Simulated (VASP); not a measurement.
# Mg5CdS6 (P-3m1) in VASP: notebook, part 2 of 2

VASP 6.6.1.

## (3) Relaxation of cell and atoms, PBE

The input, INCAR:

```
SYSTEM = Mg5CdS6
ALGO     = Normal         ! electronic algorithm
EDIFF    = 1E-7           ! SCF threshold, eV
EDIFFG   = -0.04          ! ionic threshold
ENCUT    = 600            ! plane-wave cutoff, eV
GGA      = PE             ! functional
IBRION   = 2              ! ionic algorithm
ISIF     = 3              ! what is computed and relaxed
ISMEAR   = 0              ! smearing method
LASPH    = .True.         ! aspherical terms in the spheres
LCHARG   = .False.        ! write CHGCAR
LREAL    = .False.        ! projectors in reciprocal space
LWAVE    = .False.        ! write WAVECAR
NELM     = 60             ! most SCF steps
NSW      = 90             ! ionic steps
PREC     = Accurate       ! precision mode
SIGMA    = 0.1            ! smearing width, eV
```

The input, KPOINTS:

```
k-points
0
Gamma
  6 6 1
  0 0 0
```

The input, POSCAR:

```
Mg5CdS6
1.0
    3.8946679800      0.0000000000      0.0000000000
   -1.9473339900      3.3728814100      0.0000000000
    0.0000000000      0.0000000000     19.0798985100
Mg Cd S
5 1 6
Direct
    0.3333333300      0.6666666700      0.8333333300
    0.0000000000      0.0000000000      0.0000000000
    0.6666666700      0.3333333300      0.1666666700
    0.3333333300      0.6666666700      0.3333333300
    0.6666666700      0.3333333300      0.6666666700
    0.0000000000      0.0000000000      0.5000000000
    0.6666666700      0.3333333300      0.9166666700
    0.3333333300      0.6666666700      0.0833333300
    0.0000000000      0.0000000000      0.2500000000
    0.6666666700      0.3333333300      0.4166666700
    0.3333333300      0.6666666700      0.5833333300
    0.0000000000      0.0000000000      0.7500000000
```

Potentials or basis: VASP PAW PBE potentials, release 64 (Mg, Cd, S).

On the command line:

```sh
$ cat potpaw_PBE.64/Mg/POTCAR potpaw_PBE.64/Cd/POTCAR potpaw_PBE.64/S/POTCAR > POTCAR
$ mpirun -np 1 vasp_std > vasp.out
```

OUTCAR:

```text
SYSTEM = Mg5CdS6
   EDIFF = 1E-7
   EDIFFG = -0.04
   ENCUT = 600
   GGA = PE
   IBRION = 2
   ISIF = 3
   ISMEAR = 0
   LASPH = .True.
   LREAL = .False.
   NELM = 60
   NSW = 90
   PREC = Accurate

 ion  position               nearest neighbor table
   1  0.333  0.667  0.833-  12 2.75  12 2.75  12 2.75   7 2.75   7 2.75   7 2.75
   2  0.000  0.000  0.000-   7 2.75   8 2.75   7 2.75   8 2.75   7 2.75   8 2.75
   3  0.667  0.333  0.167-   9 2.75   9 2.75   9 2.75   8 2.75   8 2.75   8 2.75
   4  0.333  0.667  0.333-   9 2.75   9 2.75   9 2.75  10 2.75  10 2.75  10 2.75
   5  0.667  0.333  0.667-  12 2.75  12 2.75  12 2.75  11 2.75  11 2.75  11 2.75
   6  0.000  0.000  0.500-  10 2.75  11 2.75  10 2.75  11 2.75  10 2.75  11 2.75
   7  0.667  0.333  0.917-   2 2.75   2 2.75   2 2.75   1 2.75   1 2.75   1 2.75
   8  0.333  0.667  0.083-   2 2.75   2 2.75   2 2.75   3 2.75   3 2.75   3 2.75
   9  0.000  0.000  0.250-   3 2.75   4 2.75   3 2.75   4 2.75   3 2.75   4 2.75
  10  0.667  0.333  0.417-   6 2.75   6 2.75   6 2.75   4 2.75   4 2.75   4 2.75
  11  0.333  0.667  0.583-   6 2.75   6 2.75   6 2.75   5 2.75   5 2.75   5 2.75
  12  0.000  0.000  0.750-   1 2.75   5 2.75   5 2.75   1 2.75   5 2.75   1 2.75

  LATTYP: Found a hexagonal cell.
 ALAT       =     3.8946679800
 C/A-ratio  =     4.8989794786

  Lattice vectors:

 A1 = (   3.8946679800,   0.0000000000,   0.0000000000)
 A2 = (  -1.9473339900,   3.3728814100,   0.0000000000)
 A3 = (   0.0000000000,   0.0000000000,  19.0798985100)

Analysis of symmetry for initial positions (statically):
=====================================================================
 Subroutine PRICEL returns:
 Original cell was already a primitive cell.

 Routine SETGRP: Setting up the symmetry group for a
 hexagonal supercell.

 Subroutine GETGRP returns: Found 12 space group operations
 (whereof 12 operations were pure point group operations)
 out of a pool of 24 trial point group operations.

The static configuration has the point symmetry D_3d.

Analysis of symmetry for dynamics (positions and initial velocities):
=====================================================================
 Subroutine PRICEL returns:
 Original cell was already a primitive cell.

 Routine SETGRP: Setting up the symmetry group for a
 hexagonal supercell.

 Subroutine GETGRP returns: Found 12 space group operations
 (whereof 12 operations were pure point group operations)
 out of a pool of 24 trial point group operations.

The dynamic configuration has the point symmetry D_3d.

 Subroutine INISYM returns: Found 12 space group operations
 (whereof 12 operations are pure point group operations),
 and found     1 'primitive' translations

----------------------------------------------------------------------------------------

                                     Primitive cell

  volume of cell :     250.6384

  direct lattice vectors                    reciprocal lattice vectors
     3.894667980  0.000000000  0.000000000     0.256761297  0.148241204  0.000000000
    -1.947333990  3.372881410  0.000000000     0.000000000  0.296482407  0.000000000
     0.000000000  0.000000000 19.079898510     0.000000000  0.000000000  0.052411180

  length of vectors
     3.894667980  3.894667980 19.079898510     0.296482407  0.296482407  0.052411180

  position of ions in fractional coordinates (direct lattice)
     0.333333330  0.666666670  0.833333330
     0.000000000  0.000000000  0.000000000
     0.666666670  0.333333330  0.166666670
     0.333333330  0.666666670  0.333333330
     0.666666670  0.333333330  0.666666670
     0.000000000  0.000000000  0.500000000
     0.666666670  0.333333330  0.916666670
     0.333333330  0.666666670  0.083333330
     0.000000000  0.000000000  0.250000000
     0.666666670  0.333333330  0.416666670
     0.333333330  0.666666670  0.583333330
[... 49 lines left out ...]
  0.166667  0.166667  0.000000      6.000000
  0.333333  0.166667  0.000000     12.000000
  0.333333  0.333333  0.000000      2.000000
   k-points           NKPTS =      7   k-points in BZ     NKDIM =      7   number of bands    NBANDS=     36
   number of dos      NEDOS =    301   number of ions     NIONS =     12
   total plane-waves  NPLWV = 163840
   dimension x,y,z NGX =    32 NGY =   32 NGZ =  160
   dimension x,y,z NGXF=    64 NGYF=   64 NGZF=  320
   ions per type =               5   1   6
   NGX,Y,Z   is equivalent  to a cutoff of  13.66, 13.66, 13.94 a.u.
   NGXF,Y,Z  is equivalent  to a cutoff of  27.32, 27.32, 27.88 a.u.
 SYSTEM =  Mg5CdS6
   PREC   = accura    normal or accurate (medium, high low for compatibility)
   ISTART =      0    job   : 0-new  1-cont  2-samecut
   ICHARG =      2    charge: 1-file 2-atom 10-const
   ISPIN  =      1    spin polarized calculation?
   LNONCOLLINEAR =      F non collinear calculations
   LSORBIT =      F    spin-orbit coupling
   LASPH  =      T    aspherical Exc in radial PAW
   ENCUT  =  600.0 eV  44.10 Ry    6.64 a.u.   7.78  7.78 38.11*2*pi/ulx,y,z
   NELM   =     60;   NELMIN=  2; NELMDL= -5     # of ELM steps
   EDIFF  = 0.1E-06   stopping-criterion for ELM
   LREAL  =      F    real-space projection
   EDIFFG = -.4E-01   stopping-criterion for IOM
   NSW    =     90    number of steps for IOM
   IBRION =      2    ionic relax: 0-MD 1-quasi-New 2-CG
   NFREE  =      1    steps in history (QN), initial steepest desc. (CG)
   ISIF   =      3    stress and relaxation
   ISYM   =      2    0-nonsym 1-usesym 2-fastsym
   POTIM  = 0.5000    time-step for ionic-motion
   TEBEG  =    0.0;   TEEND  =   0.0 temperature during run
   PSTRESS=    0.0 pullay stress
   NELECT =      58.0000    total number of electrons
   NUPDOWN=      -1.0000    fix difference up-down
   EMIN   =  10.00;   EMAX   =-10.00  energy-range for DOS
   EFERMI =   0.00;   METHOD = LEGACY
   ISMEAR =     0;   SIGMA  =   0.10  broadening in eV -4-tet -1-fermi 0-gaus
   EFERMI_NEDOS =   21; number of points for ismear=-14 and -15
   IALGO  =     38    algorithm
   IMIX   =      4    mixing-type and parameters
     AMIX     =   0.40;   BMIX     =  1.00
     AMIX_MAG =   1.60;   BMIX_MAG =  1.00
  volume/ion in A,a.u.               =      20.89       140.95
  Fermi-wavevector in a.u.,A,eV,Ry     =   1.005082  1.899330 13.744476  1.010190
  Thomas-Fermi vector in A             =   2.137739
   LORBIT       =      0    0 simple, 1 ext, 2 COOP (PROOUT), +10 PAW based schemes
   GGA     = PE    functional components
   LHFCALC =     F    Hartree Fock is set to
   AEXX    =    0.0000 exact exchange contribution
   IVDW    =     0    specifies the selected vdW correction
   LEPSILON=     F    determine dielectric tensor
   LRPA    =     F    only Hartree local field effects (RPA)
 conjugate gradient relaxation of ions
 non-spin polarized calculation
 Gauss-broadening in eV      SIGMA  =   0.10
  energy-cutoff  :      600.00
  volume of cell :      250.64
 maximum number of plane-waves:      8411
 NGX is ok and might be reduce to    32
   NGX = 15   NGY = 15   NGZ = 77

--------------------------------------- Ionic step        1  -------------------------------------------

 number of electron      58.0000005 magnetization

 Free energy of the ion-electron system (eV)
  ---------------------------------------------------
  ext. energy  EPLUGINS =         0.00000000
  ---------------------------------------------------
  free energy    TOTEN  =       -47.41415493 eV

  energy without entropy =      -47.41415493  energy(sigma->0) =      -47.41415493

 E-fermi :   2.9544     XC(G=0):  -9.2205

 val. band max:        2.4670264954   @ k =   0.0000   0.0000   0.0000
 cond. band min:       4.2694962743   @ k =   0.5000   0.0000   0.0000
 fundamental gap:      1.8024697790
 Fermi energy:         2.9544056927

 k-point     1 :       0.0000    0.0000    0.0000
  band No.  band energies     occupation
      1      -9.5897      2.00000
      2      -9.3627      2.00000
      3      -9.3073      2.00000
      4      -8.8905      2.00000
      5      -8.8686      2.00000
      6      -8.5969      2.00000
[... 393 lines left out ...]
  FREE ENERGIE OF THE ION-ELECTRON SYSTEM (eV)
  ---------------------------------------------------
  free  energy   TOTEN  =       -48.1798980749 eV

  energy  without entropy=      -48.1798980749  energy(sigma->0) =      -48.17989807

[... ionic steps 4 to 9 ...]

--------------------------------------- Ionic step       10  -------------------------------------------

 number of electron      58.0000004 magnetization

------------------------ aborting loop because EDIFF is reached ----------------------------------------
[... 87 lines left out ...]
--------------------------------------- Ionic step       12  -------------------------------------------

 number of electron      58.0000003 magnetization

 Free energy of the ion-electron system (eV)
  ---------------------------------------------------
  ext. energy  EPLUGINS =         0.00000000
  ---------------------------------------------------
  free energy    TOTEN  =       -48.26893797 eV

  energy without entropy =      -48.26893797  energy(sigma->0) =      -48.26893797

 E-fermi :   3.9869     XC(G=0):  -9.7597

 val. band max:        3.5164687628   @ k =   0.0000   0.0000   0.0000
 cond. band min:       5.4316074852   @ k =   0.5000   0.0000   0.0000
 fundamental gap:      1.9151387224
 Fermi energy:         3.9868994743

 k-point     1 :       0.0000    0.0000    0.0000
  band No.  band energies     occupation
      1      -9.1588      2.00000
      2      -8.9140      2.00000
      3      -8.8972      2.00000
      4      -8.3338      2.00000
      5      -8.2644      2.00000
      6      -7.9046      2.00000
[... 301 lines left out ...]
  FREE ENERGIE OF THE ION-ELECTRON SYSTEM (eV)
  ---------------------------------------------------
  free  energy   TOTEN  =       -48.2689379651 eV

  energy  without entropy=      -48.2689379651  energy(sigma->0) =      -48.26893797

 reached required accuracy - stopping structural energy minimisation
```

Wall time 9.3 min (1 thread of Intel Xeon 6975P-C (Granite Rapids), shared host); peak memory 0.48 GiB.

Results:

```
Free energy                           : -48.2689 eV
Relaxed volume                        : 18.36 Å³/atom
Relaxed cell                          : a = 3.729 Å, b = 3.729 Å, c = 18.292 Å, α = 90.00°, β = 90.00°, γ = 120.00°
Space group after relaxing (to 0.1 Å) : P-3m1 (No. 164)
Energy gained by relaxing             : 71.2 meV/atom
Ionic steps                           : 12
Pressure after relaxing               : 0.0 GPa
Largest force after relaxing          : 0.031 eV/Å
Band gap on the k mesh                : 1.92 eV (least direct gap 2.35 eV)
```

Forces in eV/Å, atoms in the order of the input:
```
Mg   0.000  0.000  0.008
Mg   0.000  0.000  0.000
Mg   0.000  0.000 -0.008
Mg   0.000  0.000 -0.007
Mg   0.000  0.000  0.007
Cd   0.000  0.000  0.000
S    0.000  0.000  0.031
S    0.000  0.000 -0.031
S    0.000  0.000  0.011
S    0.000  0.000  0.010
S    0.000  0.000 -0.010
S    0.000  0.000 -0.011
```

The path:
```csv
step,energy change (eV),largest force (eV/Å),pressure (GPa),volume (Å³)
1,0.0000,0.5866,-7.12,250.64
2,-0.7613,0.6874,0.92,218.44
3,-0.7657,0.6806,0.22,220.43
4,-0.8035,0.3849,0.17,220.28
5,-0.8255,0.2836,0.13,220.05
6,-0.8357,0.1519,-0.09,220.65
7,-0.8410,0.1528,-0.40,221.50
8,-0.8472,0.1032,0.12,219.91
9,-0.8476,0.1054,0.29,219.41
10,-0.8526,0.0686,0.11,219.87
11,-0.8535,0.0726,0.00,220.19
12,-0.8548,0.0310,-0.04,220.29
```

Final structure:
```cif
data_structure
_symmetry_space_group_name_H-M 'P 1'
_symmetry_Int_Tables_number 1
_cell_length_a 3.7291
_cell_length_b 3.7291
_cell_length_c 18.2921
_cell_angle_alpha 90.000
_cell_angle_beta 90.000
_cell_angle_gamma 120.000
_cell_volume 220.29
loop_
_atom_site_label
_atom_site_type_symbol
_atom_site_fract_x
_atom_site_fract_y
_atom_site_fract_z
_atom_site_occupancy
Mg1 Mg 0.33333 0.66667 0.83577 1
Mg2 Mg 0.00000 0.00000 0.00000 1
Mg3 Mg 0.66667 0.33333 0.16423 1
Mg4 Mg 0.33333 0.66667 0.32822 1
Mg5 Mg 0.66667 0.33333 0.67178 1
Cd1 Cd 0.00000 0.00000 0.50000 1
S1 S 0.66667 0.33333 0.91772 1
S2 S 0.33333 0.66667 0.08228 1
S3 S 0.00000 0.00000 0.24608 1
S4 S 0.66667 0.33333 0.40910 1
S5 S 0.33333 0.66667 0.59090 1
S6 S 0.00000 0.00000 0.75392 1
```

## (4) Single point, PBE

This run uses another cell than the first one, of 18.38 Å³/atom.

The input, INCAR:

```
SYSTEM = Mg5CdS6
  ALGO = Normal
  EDIFF = 1E-7
  ENCUT = 520
  GGA = PE
  ISIF = 2
  ISMEAR = 0
  LASPH = .True.
  LCHARG = .False.
  LREAL = .False.
  LWAVE = .False.
  NBANDS = 41
  NELM = 60
  PREC = Accurate
  SIGMA = 0.02
```

The input, KPOINTS:

```
k-points
0
Gamma
  12 12 2
  0 0 0
```

The input, POSCAR:

```
Mg5CdS6
1.0
    3.7300173111      0.0000000000      0.0000000000
   -1.8650086556      3.2302897480      0.0000000000
    0.0000000000      0.0000000000     18.3097259669
Mg Cd S
5 1 6
Direct
    0.3333333333      0.6666666667      0.8358856302
    0.0000000000      0.0000000000      0.0000000000
    0.6666666667      0.3333333333      0.1641143698
    0.3333333333      0.6666666667      0.3283509849
    0.6666666667      0.3333333333      0.6716490151
    0.0000000000      0.0000000000      0.5000000000
    0.6666666667      0.3333333333      0.9179582007
    0.3333333333      0.6666666667      0.0820417993
    0.0000000000      0.0000000000      0.2461612002
    0.6666666667      0.3333333333      0.4095364321
    0.3333333333      0.6666666667      0.5904635679
    0.0000000000      0.0000000000      0.7538387998
```

On the command line:

```sh
$ cat potpaw_PBE.64/Mg/POTCAR potpaw_PBE.64/Cd/POTCAR potpaw_PBE.64/S/POTCAR > POTCAR
$ mpirun -np 1 vasp_std > vasp.out
```

Run time: 3.8 min. Hardware: 1 thread of Intel Xeon 6975P-C (Granite Rapids), shared host; peak memory 0.49 GiB.

The run converged. Its results:

| Item | Value |
| --- | --- |
| Free energy | -48.2751 eV |
| Pressure | -0.2 GPa |
| Largest force | 0.048 eV/Å |
| Band gap on the k mesh | 1.91 eV (least direct gap 2.34 eV) |

Forces on the atoms (eV/Å):
```
Mg   0.000  0.000 -0.004
Mg   0.000  0.000  0.000
Mg   0.000  0.000  0.004
Mg   0.000  0.000  0.002
Mg   0.000  0.000 -0.002
Cd   0.000  0.000  0.000
S    0.000  0.000 -0.002
S    0.000  0.000  0.002
S    0.000  0.000  0.002
S    0.000  0.000 -0.048
S    0.000  0.000  0.048
S    0.000  0.000 -0.002
```

Levels at points of the mesh, in eV from the valence-band top:
```csv
k point,band 25,band 26,band 27,band 28,band 29,band 30,band 31,band 32,band 33,band 34
"(0.00, 0.00, 0.00)",-0.22,-0.21,-0.21,0.00,0.00,2.78,4.14,4.25,4.35,4.49
"(0.50, 0.00, 0.00)",-1.45,-1.04,-0.93,-0.49,-0.44,1.91,3.12,3.41,4.19,4.53
"(0.00, 0.00, 0.50)",-0.29,-0.27,-0.27,0.00,0.00,3.01,3.72,4.32,4.33,4.58
"(0.50, 0.00, 0.50)",-1.27,-0.99,-0.82,-0.69,-0.45,2.00,2.82,3.92,4.11,4.43
```

## (5) Relaxation of cell and atoms, PBE

This run uses another cell than the first one, of 18.41 Å³/atom.

The input, INCAR:

```
SYSTEM = Mg5CdS6
ALGO = Normal
EDIFF = 1E-7
EDIFFG = -0.01
ENCUT = 600
GGA = PE
IBRION = 2
ISIF = 3
ISMEAR = 0
LASPH = .TRUE.
LCHARG = .FALSE.
LREAL = .FALSE.
LWAVE = .FALSE.
NELM = 100
NSW = 100
PREC = Accurate
SIGMA = 0.02
```

The input, KPOINTS:

```
k-points
0
G
  12 12 2
  0 0 0
```

The input, POSCAR:

```
Mg5CdS6
1.0
    3.7327202640      0.0000000000      0.0000000000
   -1.8663601320      3.2326305739      0.0000000000
    0.0000000000      0.0000000000     18.3039926978
Mg Cd S
5 1 6
Direct
    0.3333333333      0.6666666667      0.8356075823
    0.0000000000      0.0000000000      0.0000000000
    0.6666666667      0.3333333333      0.1643924177
    0.3333333333      0.6666666667      0.3286664741
    0.6666666667      0.3333333333      0.6713335259
    0.0000000000      0.0000000000      0.5000000000
    0.6666666667      0.3333333333      0.9177948837
    0.3333333333      0.6666666667      0.0822051163
    0.0000000000      0.0000000000      0.2464681304
    0.6666666667      0.3333333333      0.4097571611
    0.3333333333      0.6666666667      0.5902428389
    0.0000000000      0.0000000000      0.7535318696
```

On the command line:

```sh
$ cat potpaw_PBE.64/Mg/POTCAR potpaw_PBE.64/Cd/POTCAR potpaw_PBE.64/S/POTCAR > POTCAR
$ mpirun -np 1 vasp_std > vasp.out
```

It took 31 min on 1 thread of Oxide Virtual Turin-like, shared host; peak memory 0.58 GiB.

It converged, with:

```yaml
Free_energy: -48.2773 eV
Relaxed_volume: 18.35 Å³/atom
Relaxed_cell: a = 3.728 Å, b = 3.728 Å, c = 18.293 Å, α = 90.00°, β = 90.00°, γ = 120.00°
Space_group_after_relaxing_to_0.1_Å: P-3m1 (No. 164)
Energy_gained_by_relaxing: 0.1 meV/atom
Ionic_steps: 8
Pressure_after_relaxing: 0.0 GPa
Largest_force_after_relaxing: 0.008 eV/Å
Band_gap_on_the_k_mesh: 1.91 eV (least direct gap 2.35 eV)
```

Forces in eV/Å, atoms in the order of the input:
```
Mg   0.000  0.000  0.008
Mg   0.000  0.000  0.000
Mg   0.000  0.000 -0.008
Mg   0.000  0.000  0.005
Mg   0.000  0.000 -0.005
Cd   0.000  0.000  0.000
S    0.000  0.000  0.006
S    0.000  0.000 -0.006
S    0.000  0.000 -0.002
S    0.000  0.000  0.000
S    0.000  0.000  0.000
S    0.000  0.000  0.002
```

Step by step:
| step | energy change (eV) | largest force (eV/Å) | pressure (GPa) | volume (Å³) |
| --- | --- | --- | --- | --- |
| 1 | 0.0000 | 0.0592 | -0.23 | 220.87 |
| 2 | -0.0008 | 0.0399 | 0.05 | 220.02 |
| 3 | -0.0008 | 0.0398 | 0.05 | 220.02 |
| 4 | -0.0010 | 0.0218 | 0.03 | 220.07 |
| 5 | -0.0011 | 0.0213 | -0.01 | 220.15 |
| 6 | -0.0012 | 0.0142 | 0.00 | 220.14 |
| 7 | -0.0013 | 0.0124 | 0.01 | 220.11 |
| 8 | -0.0014 | 0.0078 | -0.01 | 220.16 |

Final structure:
```
CELL_PARAMETERS angstrom
3.72780 0.00000 0.00000
-1.86390 3.22837 0.00000
0.00000 0.00000 18.29337
ATOMIC_POSITIONS crystal
Mg 0.33333 0.66667 0.83584
Mg 0.00000 0.00000 0.00000
Mg 0.66667 0.33333 0.16416
Mg 0.33333 0.66667 0.32816
Mg 0.66667 0.33333 0.67184
Cd 0.00000 0.00000 0.50000
S 0.66667 0.33333 0.91790
S 0.33333 0.66667 0.08210
S 0.00000 0.00000 0.24610
S 0.66667 0.33333 0.40914
S 0.33333 0.66667 0.59086
S 0.00000 0.00000 0.75390
```

Levels at points of the mesh, in eV from the valence-band top:
| k point | band 25 | band 26 | band 27 | band 28 | band 29 | band 30 | band 31 | band 32 | band 33 | band 34 |
| --- | --- | --- | --- | --- | --- | --- | --- | --- | --- | --- |
| (0.00, 0.00, 0.00) | -0.21 | -0.21 | -0.21 | -0.01 | -0.01 | 2.79 | 4.16 | 4.26 | 4.36 | 4.50 |
| (0.50, 0.00, 0.00) | -1.45 | -1.04 | -0.93 | -0.48 | -0.44 | 1.91 | 3.14 | 3.42 | 4.19 | 4.52 |
| (0.00, 0.00, 0.50) | -0.28 | -0.27 | -0.27 | 0.00 | 0.00 | 3.01 | 3.74 | 4.33 | 4.34 | 4.59 |
| (0.50, 0.00, 0.50) | -1.27 | -0.98 | -0.81 | -0.69 | -0.46 | 2.00 | 2.83 | 3.92 | 4.12 | 4.44 |

A k mesh can miss the band edges.

## (6) Overview

```tsv
task	cell	k mesh	cutoff (eV)	smearing	gap on the mesh (eV)	pressure (GPa)	relaxed volume (Å³/atom)	largest force (eV/Å)
single point	a = 3.895, b = 3.895, c = 19.080 Å, angles 90.0, 90.0, 120.0°, 12 atoms, atomic positions A	6 × 6 × 1	520	gaussian 0.1 eV	1.80	-7.1	-	0.59
relaxation of cell and atoms	relaxed from a = 3.895, b = 3.895, c = 19.080 Å, angles 90.0, 90.0, 120.0°, 12 atoms, atomic positions A	6 × 6 × 1	600	gaussian 0.1 eV	1.92	0.0	18.36	0.03
single point	a = 3.730, b = 3.730, c = 18.310 Å, angles 90.0, 90.0, 120.0°, 12 atoms, atomic positions B	12 × 12 × 2	520	gaussian 0.02 eV	1.91	-0.2	-	0.05
relaxation of cell and atoms	relaxed from a = 3.733, b = 3.733, c = 18.304 Å, angles 90.0, 90.0, 120.0°, 12 atoms, atomic positions C	12 × 12 × 2	600	gaussian 0.02 eV	1.91	0.0	18.35	0.01
```

Alike in all rows: level PBE; potentials or basis VASP PAW PBE potentials, release 64 (Mg, Cd, S); no spin polarisation.

Caveats: the cell stands under tension (at least some runs).

Absolute energies hang on the potentials; compare differences alone.
